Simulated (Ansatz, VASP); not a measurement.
**Two plane-wave programs on AlAs**

```
Al As
1.0
     0.00000    2.80535    2.80535
     2.80535    0.00000    2.80535
     2.80535    2.80535    0.00000
Al As
1 1
Direct
  0.00000 0.00000 0.00000
  0.25000 0.25000 0.25000
```

Alike in both runs: task single point; functional PBE; k mesh 6 × 6 × 6; no spin polarisation.

```csv
,VASP,Ansatz
version,VASP 6.6.1,Ansatz 0.2.0
potentials or method,"VASP PAW PBE potentials, release 64 (Al, As)","plane waves, PAW"
plane-wave cutoff (eV),500,420
occupations,"gaussian, width 0.01 eV",fixed
valence electrons in the cell,8,18
```

```tsv
	VASP	Ansatz	Ansatz less VASP
gap on the k mesh at the Fermi level (eV)	1.38	1.39	+0.011
pressure (GPa)	5.0	4.8	-0.21
```

VASP's potentials hold 8 valence electrons a cell and Ansatz's 18, so a difference there can come from the potentials and not from the codes.
